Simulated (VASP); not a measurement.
# Ga2GeSe2 (R-3m) in VASP: a series of runs

Runs on Ga2GeSe2. Level: PBE. Tasks: single point, relaxation of cell and atoms.

Program: VASP 6.6.1. These are calculated values, not measurements. Logs are shortened: lines on timing, memory, paths and dates and some standing lists are left out, and cuts for length are marked.

### 1 The cell of the first run

The structure is trigonal, space group R-3m (No. 166). Conventional cell: a = 4.032 Å, b = 4.032 Å, c = 24.082 Å, α = 90.00°, β = 90.00°, γ = 120.00°. Within 3.7 Å of Ga (site symmetry 3m) lie 3 Se at 2.77 Å and 3 Ga at 2.93 Å. Within 3.7 Å of Ge (site symmetry -3m) lie 6 Se at 2.83 Å. Se (site symmetry 3m) has 3 Ga at 2.77 Å and 3 Ge at 2.83 Å within 3.7 Å.

The cell was generated, and may not be a known phase.

### 2 Single point, PBE

Contents of INCAR:

```
ALGO = Normal ; EDIFF = 1E-6
ENCUT = 520 ; GGA = PE
ISIF = 2 ; ISMEAR = 0
LASPH = True ; LCHARG = True
LELF = True ; LREAL = False
LVHAR = True ; LWAVE = False
NBANDS = 34 ; NELM = 80
PREC = Accurate ; SIGMA = 0.15
```

Contents of KPOINTS:

```
k-points
0
Gamma
  4 4 4
```

Contents of POSCAR:

```
Ga2GeSe2
1.0
    2.0159632428      1.1639169209      8.0274018004
   -2.0159632428      1.1639169209      8.0274018004
    0.0000000000     -2.3278338418      8.0274018004
Ga Ge Se
2 1 2
Direct
    0.2036939262      0.2036939262      0.2036939262
    0.7963060738      0.7963060738      0.7963060738
    0.0000000000      0.0000000000      0.0000000000
    0.5995580602      0.5995580602      0.5995580602
    0.4004419398      0.4004419398      0.4004419398
```

Potentials or basis: VASP PAW PBE potentials, release 64 (Ga_d, Ge_d, Se).

Started as:

```console
$ cat potpaw_PBE.64/Ga_d/POTCAR potpaw_PBE.64/Ge_d/POTCAR potpaw_PBE.64/Se/POTCAR > POTCAR
$ mpirun -np 1 vasp_std > vasp.out
```

OUTCAR:

```text
EDIFF = 1E-6
   ENCUT = 520
   GGA = PE
   ISIF = 2
   ISMEAR = 0
   LASPH = True
   LREAL = False
   NELM = 80
   PREC = Accurate

 ion  position               nearest neighbor table
   1  0.204  0.204  0.204-   4 2.77   4 2.77   4 2.77
   2  0.796  0.796  0.796-   5 2.77   5 2.77   5 2.77
   3  0.000  0.000  0.000-   4 2.83   5 2.83   4 2.83   4 2.83   5 2.83   5 2.83
   4  0.600  0.600  0.600-   1 2.77   1 2.77   1 2.77   3 2.83   3 2.83   3 2.83
   5  0.400  0.400  0.400-   2 2.77   2 2.77   2 2.77   3 2.83   3 2.83   3 2.83

  LATTYP: Found a trigonal (rhomboedric) cell.
 ALAT       =     8.3581092395
 COS(alpha) =     0.8836465867

  Lattice vectors:

 A1 = (   2.0159632428,   1.1639169209,   8.0274018004)
 A2 = (  -2.0159632428,   1.1639169209,   8.0274018004)
 A3 = (   0.0000000000,  -2.3278338418,   8.0274018004)

Analysis of symmetry for initial positions (statically):
=====================================================================
 Subroutine PRICEL returns:
 Original cell was already a primitive cell.

 Routine SETGRP: Setting up the symmetry group for a
 trigonal (rhombohedral) supercell.

 Subroutine GETGRP returns: Found 12 space group operations
 (whereof 12 operations were pure point group operations)
 out of a pool of 12 trial point group operations.

The static configuration has the point symmetry D_3d.

Analysis of symmetry for dynamics (positions and initial velocities):
=====================================================================
 Subroutine PRICEL returns:
 Original cell was already a primitive cell.

 Routine SETGRP: Setting up the symmetry group for a
 trigonal (rhombohedral) supercell.

 Subroutine GETGRP returns: Found 12 space group operations
 (whereof 12 operations were pure point group operations)
 out of a pool of 12 trial point group operations.

The dynamic configuration has the point symmetry D_3d.

 Subroutine INISYM returns: Found 12 space group operations
 (whereof 12 operations are pure point group operations),
 and found     1 'primitive' translations

----------------------------------------------------------------------------------------

                                     Primitive cell

  volume of cell :     113.0136
[... 80 lines left out ...]
   LASPH  =      T    aspherical Exc in radial PAW
   ENCUT  =  520.0 eV  38.22 Ry    6.18 a.u.  15.54 15.54 15.54*2*pi/ulx,y,z
   NELM   =     80;   NELMIN=  2; NELMDL= -5     # of ELM steps
   EDIFF  = 0.1E-05   stopping-criterion for ELM
   LREAL  =      F    real-space projection
   EDIFFG = 0.1E-04   stopping-criterion for IOM
   NSW    =      0    number of steps for IOM
   IBRION =     -1    ionic relax: 0-MD 1-quasi-New 2-CG
   NFREE  =      0    steps in history (QN), initial steepest desc. (CG)
   ISIF   =      2    stress and relaxation
   ISYM   =      2    0-nonsym 1-usesym 2-fastsym
   POTIM  = 0.5000    time-step for ionic-motion
   TEBEG  =    0.0;   TEEND  =   0.0 temperature during run
   PSTRESS=    0.0 pullay stress
   NELECT =      52.0000    total number of electrons
   NUPDOWN=      -1.0000    fix difference up-down
   EMIN   =  10.00;   EMAX   =-10.00  energy-range for DOS
   EFERMI =   0.00;   METHOD = LEGACY
   ISMEAR =     0;   SIGMA  =   0.15  broadening in eV -4-tet -1-fermi 0-gaus
   EFERMI_NEDOS =   21; number of points for ismear=-14 and -15
   IALGO  =     38    algorithm
   IMIX   =      4    mixing-type and parameters
     AMIX     =   0.40;   BMIX     =  1.00
     AMIX_MAG =   1.60;   BMIX_MAG =  1.00
  volume/ion in A,a.u.               =      22.60       152.53
  Fermi-wavevector in a.u.,A,eV,Ry     =   1.263860  2.388349 21.733162  1.597342
  Thomas-Fermi vector in A             =   2.397195
   LORBIT       =      0    0 simple, 1 ext, 2 COOP (PROOUT), +10 PAW based schemes
   GGA     = PE    functional components
   LHFCALC =     F    Hartree Fock is set to
   AEXX    =    0.0000 exact exchange contribution
   IVDW    =     0    specifies the selected vdW correction
   LEPSILON=     F    determine dielectric tensor
   LRPA    =     F    only Hartree local field effects (RPA)
 non-spin polarized calculation
 Gauss-broadening in eV      SIGMA  =   0.15
  energy-cutoff  :      520.00
  volume of cell :      113.01
 maximum number of plane-waves:      3069
 NGX is ok and might be reduce to    64
   NGX = 31   NGY = 31   NGZ = 31

 number of electron      51.9999996 magnetization

 Free energy of the ion-electron system (eV)
  ---------------------------------------------------
  ext. energy  EPLUGINS =         0.00000000
  ---------------------------------------------------
  free energy    TOTEN  =       -18.59376976 eV

  energy without entropy =      -18.57825918  energy(sigma->0) =      -18.58601447

 E-fermi :   4.8376     XC(G=0):  -9.9923

 val. band max:        4.8199270075   @ k =   0.2500   0.2500  -0.0000
 cond. band min:       4.8524546501   @ k =   0.5000   0.5000  -0.0000
 fundamental gap:      0.0325276426
 Fermi energy:         4.8376024871

 k-point     1 :       0.0000    0.0000    0.0000
  band No.  band energies     occupation
      1     -20.5585      2.00000
      2     -20.5585      2.00000
      3     -20.5374      2.00000
      4     -20.5374      2.00000
      5     -20.5302      2.00000
      6     -10.4064      2.00000
[... 470 lines left out ...]
     33       9.1162      0.00000
     34       9.1165      0.00000

------------------------ aborting loop because EDIFF is reached ----------------------------------------

  FORCE on cell =-STRESS in cart. coord.  units (eV):
  Direction    XX          YY          ZZ          XY          YZ          ZX
  --------------------------------------------------------------------------------------
  -------------------------------------------------------------------------------------
  Total       -0.2498762     -0.2498762      0.1751004      0.0000000     -0.0000000      0.0000000
  in kB       -3.5424571     -3.5424571      2.4823720      0.0000000     -0.0000000      0.0000000
  external PRESSURE =      -1.5341807 kB  Pullay stress =       0.0000000 kB

 VOLUME and BASIS-vectors are now :
 -----------------------------------------------------------------------------
  energy-cutoff  :      520.00
  volume of cell :      113.01
      direct lattice vectors                 reciprocal lattice vectors
     2.015963243  1.163916921  8.027401800     0.248020395  0.143194642  0.041524436
    -2.015963243  1.163916921  8.027401800    -0.248020395  0.143194642  0.041524436
     0.000000000 -2.327833842  8.027401800     0.000000000 -0.286389284  0.041524436

 POSITION                                       TOTAL-FORCE (eV/Angst)
 -----------------------------------------------------------------------------------
      0.00000      0.00000      4.90540        -0.000000     -0.000000      0.005744
      0.00000      0.00000     19.17681        -0.000000     -0.000000     -0.005744
      0.00000      0.00000      0.00000         0.000000     -0.000000      0.000000
      0.00000      0.00000     14.43868        -0.000000      0.000000      0.029654
      0.00000      0.00000      9.64353        -0.000000      0.000000     -0.029654
 -----------------------------------------------------------------------------------
    total drift:                               -0.000000     -0.000000      0.000000

  FREE ENERGIE OF THE ION-ELECTRON SYSTEM (eV)
  ---------------------------------------------------
  free  energy   TOTEN  =       -18.5937697569 eV

  energy  without entropy=      -18.5782591828  energy(sigma->0) =      -18.58601447
```

OSZICAR:

```text
N       E                     dE             d eps       ncg     rms          rms(c)
DAV:   1     0.430650065326E+03    0.43065E+03   -0.24706E+04  1006   0.277E+03
DAV:   2     0.570189562412E+02   -0.37363E+03   -0.36069E+03   916   0.660E+02
DAV:   3    -0.147853296976E+02   -0.71804E+02   -0.70148E+02  1058   0.179E+02
DAV:   4    -0.187213567834E+02   -0.39360E+01   -0.39153E+01  1058   0.456E+01
DAV:   5    -0.188175936146E+02   -0.96237E-01   -0.96105E-01  1080   0.764E+00    0.469E+00
DAV:   6    -0.185892810101E+02    0.22831E+00   -0.40708E-01  1150   0.659E+00    0.279E+00
DAV:   7    -0.185925892998E+02   -0.33083E-02   -0.19982E-01  1168   0.221E+00    0.943E-01
DAV:   8    -0.185935951384E+02   -0.10058E-02   -0.27954E-02  1064   0.151E+00    0.176E-01
DAV:   9    -0.185936746592E+02   -0.79521E-04   -0.32919E-03  1144   0.593E-01    0.620E-02
DAV:  10    -0.185937393677E+02   -0.64708E-04   -0.53267E-04  1038   0.152E-01    0.275E-02
DAV:  11    -0.185937661958E+02   -0.26828E-04   -0.51089E-05  1168   0.473E-02    0.135E-02
DAV:  12    -0.185937693890E+02   -0.31932E-05   -0.10743E-05   984   0.258E-02    0.359E-03
DAV:  13    -0.185937697569E+02   -0.36791E-06   -0.19250E-06   784   0.883E-03
   1 F= -.18593770E+02 E0= -.18586014E+02  d E =-.155106E-01
```

Run time: 1.9 min. Hardware: 1 thread of Intel Xeon 6975P-C (Granite Rapids), shared host; peak memory 0.55 GiB.

Results:

```
Free energy            : -18.5938 eV
Pressure               : -0.2 GPa
Largest force          : 0.030 eV/Å
Band gap on the k mesh : zero (bands 26 and 27 overlap by 0.43 eV)
```

Forces on the atoms (eV/Å):
```
Ga   0.000  0.000  0.006
Ga   0.000  0.000 -0.006
Ge   0.000  0.000  0.000
Se   0.000  0.000  0.030
Se   0.000  0.000 -0.030
```

Caveat: the k points lie up to 0.45 Å⁻¹ apart.

### 3 Relaxation of cell and atoms, PBE

This run uses another cell than the first one, of 24.24 Å³/atom.

Contents of INCAR:

```
SYSTEM = Ga2GeSe2
PREC     = Accurate       ! precision mode
ENCUT    = 600            ! plane-wave cutoff, eV
EDIFF    = 1E-7           ! SCF threshold, eV
ISMEAR   = 0              ! smearing method
SIGMA    = 0.15           ! smearing width, eV
LREAL    = .FALSE.        ! projectors in reciprocal space
LASPH    = .TRUE.         ! aspherical terms in the spheres
NELM     = 100            ! most SCF steps
ALGO     = Normal         ! electronic algorithm
ISIF     = 3              ! what is computed and relaxed
LWAVE    = .FALSE.        ! write WAVECAR
LCHARG   = .FALSE.        ! write CHGCAR
GGA      = PE             ! functional
IBRION   = 2              ! ionic algorithm
NSW      = 36             ! ionic steps
EDIFFG   = -0.08          ! ionic threshold
```

Contents of KPOINTS:

```
Automatic mesh
0
G
  4 4 4
  0 0 0
```

Contents of POSCAR:

```
Ga2GeSe2
1.0
    1.9258576600      1.1118944400      9.4338725300
   -1.9258576600      1.1118944400      9.4338725300
    0.0000000000     -2.2237888800      9.4338725300
Ga Ge Se
2 1 2
Direct
    0.2195951300      0.2195951300      0.2195951300
    0.7804048700      0.7804048700      0.7804048700
    0.0000000000      0.0000000000      0.0000000000
    0.6082787500      0.6082787500      0.6082787500
    0.3917212500      0.3917212500      0.3917212500
```

Potentials or basis: VASP PAW PBE potentials, release 64 (Ga_d, Ge_d, Se).

Started as:

```console
$ cat potpaw_PBE.64/Ga_d/POTCAR potpaw_PBE.64/Ge_d/POTCAR potpaw_PBE.64/Se/POTCAR > POTCAR
$ mpirun -np 1 vasp_std > vasp.out
```

OUTCAR:

```text
SYSTEM = Ga2GeSe2
   PREC = Accurate
   ENCUT = 600
   EDIFF = 1E-7
   ISMEAR = 0
   LREAL = .FALSE.
   LASPH = .TRUE.
   NELM = 100
   ISIF = 3
   GGA = PE
   IBRION = 2
   NSW = 36
   EDIFFG = -0.08

 ion  position               nearest neighbor table
   1  0.220  0.220  0.220-   4 2.72   4 2.72   4 2.72
   2  0.780  0.780  0.780-   5 2.72   5 2.72   5 2.72
   3  0.000  0.000  0.000-   4 2.77   4 2.77   5 2.77   5 2.77   4 2.77   5 2.77
   4  0.608  0.608  0.608-   1 2.72   1 2.72   1 2.72   3 2.77   3 2.77   3 2.77
   5  0.392  0.392  0.392-   2 2.72   2 2.72   2 2.72   3 2.77   3 2.77   3 2.77

  LATTYP: Found a trigonal (rhomboedric) cell.
 ALAT       =     9.6924294109
 COS(alpha) =     0.9210389211

  Lattice vectors:

 A1 = (   1.9258576600,   1.1118944400,   9.4338725300)
 A2 = (  -1.9258576600,   1.1118944400,   9.4338725300)
 A3 = (   0.0000000000,  -2.2237888800,   9.4338725300)

[... 333 lines left out ...]
 cond. band min:       5.0846552799   @ k =   0.5000   0.5000   0.5000
 fundamental gap:      0.1326869289
 Fermi energy:         5.0010753734

 k-point     1 :       0.0000    0.0000    0.0000
  band No.  band energies     occupation
      1     -20.4069      2.00000
      2     -20.4069      2.00000
      3     -20.3844      2.00000
      4     -20.3844      2.00000
      5     -20.3759      2.00000
      6     -10.2379      2.00000
[... 469 lines left out ...]
--------------------------------------- Ionic step       14  -------------------------------------------

 number of electron      52.0000002 magnetization

 Free energy of the ion-electron system (eV)
  ---------------------------------------------------
  ext. energy  EPLUGINS =         0.00000000
  ---------------------------------------------------
  free energy    TOTEN  =       -18.58110107 eV

  energy without entropy =      -18.56647317  energy(sigma->0) =      -18.57378712

 E-fermi :   4.7856     XC(G=0):  -9.9728

 val. band max:        4.7638864435   @ k =   0.5000   0.5000   0.0000
 cond. band min:       4.8434620469   @ k =   0.5000   0.0000   0.0000
 fundamental gap:      0.0795756034
 Fermi energy:         4.7856129625

 k-point     1 :       0.0000    0.0000    0.0000
  band No.  band energies     occupation
      1     -20.6143      2.00000
      2     -20.6143      2.00000
      3     -20.5942      2.00000
      4     -20.5942      2.00000
      5     -20.5871      2.00000
      6     -10.4477      2.00000
[... 463 lines left out ...]
  FREE ENERGIE OF THE ION-ELECTRON SYSTEM (eV)
  ---------------------------------------------------
  free  energy   TOTEN  =       -18.5811010735 eV

  energy  without entropy=      -18.5664731677  energy(sigma->0) =      -18.57378712

 reached required accuracy - stopping structural energy minimisation
```

OSZICAR:

```text
N       E                     dE             d eps       ncg     rms          rms(c)
DAV:   1     0.466752365203E+03    0.46675E+03   -0.27198E+04   877   0.321E+03
DAV:   2     0.661622909268E+02   -0.40059E+03   -0.38956E+03   834   0.772E+02
DAV:   3    -0.135715141051E+02   -0.79734E+02   -0.78451E+02   960   0.199E+02
[... 163 lines left out ...]
DAV:   5    -0.185811005078E+02    0.18644E-03   -0.17407E-03  1193   0.319E-01    0.416E-02
DAV:   6    -0.185811005777E+02   -0.69889E-07   -0.17198E-04   947   0.160E-01    0.234E-02
DAV:   7    -0.185811013298E+02   -0.75210E-06   -0.18901E-05   992   0.500E-02    0.547E-03
DAV:   8    -0.185811010381E+02    0.29178E-06   -0.34588E-06   988   0.145E-02    0.168E-03
DAV:   9    -0.185811010735E+02   -0.35395E-07   -0.54669E-07   858   0.577E-03
  14 F= -.18581101E+02 E0= -.18573787E+02  d E =-.215734E-01
```

CONTCAR:

```text
Ga2GeSe2
   1.00000000000000
     2.0386828946189728    1.1770341198346104    7.8843725190774228
    -2.0386828946189728    1.1770341198346104    7.8843725190774228
    -0.0000000000000000   -2.3540682396692207    7.8843725190774228
  Ga              Ge              Se
     2     1     2
Direct
     0.2036821716426154    0.2036821716426154    0.2036821716426154
     0.7963178283573846    0.7963178283573846    0.7963178283573846
     0.0000000000000000    0.0000000000000000    0.0000000000000000
     0.5991935452283674    0.5991935452283674    0.5991935452283674
     0.4008064547716325    0.4008064547716325    0.4008064547716325

  0.00000000E+00  0.00000000E+00  0.00000000E+00
  0.00000000E+00  0.00000000E+00  0.00000000E+00
  0.00000000E+00  0.00000000E+00  0.00000000E+00
  0.00000000E+00  0.00000000E+00  0.00000000E+00
  0.00000000E+00  0.00000000E+00  0.00000000E+00
```

It took 39 min on 1 thread of Intel Xeon 6975P-C (Granite Rapids), shared host; peak memory 1.1 GiB.

Results:

```yaml
Free_energy: -18.5811 eV
Relaxed_volume: 22.70 Å³/atom
Relaxed_cell: a = 8.228 Å, b = 8.228 Å, c = 8.228 Å, α = 28.69°, β = 28.69°, γ = 28.69°
Space_group_after_relaxing_to_0.1_Å: R-3m (No. 166)
Energy_gained_by_relaxing: 79.5 meV/atom
Ionic_steps: 14
Pressure_after_relaxing: -0.2 GPa
Largest_force_after_relaxing: 0.066 eV/Å
Band_gap_on_the_k_mesh: zero (bands 26 and 27 overlap by 0.26 eV)
```

Forces on the atoms (eV/Å):
```
Ga   0.000  0.000 -0.002
Ga   0.000  0.000  0.002
Ge   0.000  0.000  0.000
Se   0.000  0.000  0.066
Se   0.000  0.000 -0.066
```

The path:
```
step  energy change (eV)  largest force (eV/Å)  pressure (GPa)  volume (Å³)
   1              0.0000                0.6125            2.51       121.21
   2             -0.0955                0.2085           -0.18       127.98
   3             -0.0982                0.1273           -0.67       129.50
   4             -0.1250                0.1529           -0.56       128.63
   5             -0.1739                0.3091           -0.25       126.06
   6             -0.1496                0.8046            0.50       120.18
   7             -0.1852                0.4738            0.01       124.10
   8             -0.2159                0.4225           -0.16       123.31
   9             -0.2847                0.3089           -0.61       120.78
  10             -0.2422                0.2356           -0.46       114.99
  11             -0.2948                0.3245           -0.67       118.81
  12             -0.3443                0.2824           -0.18       115.95
  13             -0.3761                0.1775            0.97       111.23
  14             -0.3977                0.0664           -0.15       113.52
```

Final structure:
```cif
data_structure
_symmetry_space_group_name_H-M 'P 1'
_symmetry_Int_Tables_number 1
_cell_length_a 8.2283
_cell_length_b 8.2283
_cell_length_c 8.2283
_cell_angle_alpha 28.691
_cell_angle_beta 28.691
_cell_angle_gamma 28.691
_cell_volume 113.52
loop_
_atom_site_label
_atom_site_type_symbol
_atom_site_fract_x
_atom_site_fract_y
_atom_site_fract_z
_atom_site_occupancy
Ga1 Ga 0.20368 0.20368 0.20368 1
Ga2 Ga 0.79632 0.79632 0.79632 1
Ge1 Ge 0.00000 0.00000 0.00000 1
Se1 Se 0.59919 0.59919 0.59919 1
Se2 Se 0.40081 0.40081 0.40081 1
```

Caveat: the k points lie up to 0.45 Å⁻¹ apart in the final cell; a cell axis changed by over 15 % at a fixed basis, so the end point is rough; the relaxation stopped at a loose force limit of 0.08 eV/Å, so its end isn't a converged minimum.

The gap in the log of VASP goes by the Fermi energy; the results here count the filled bands.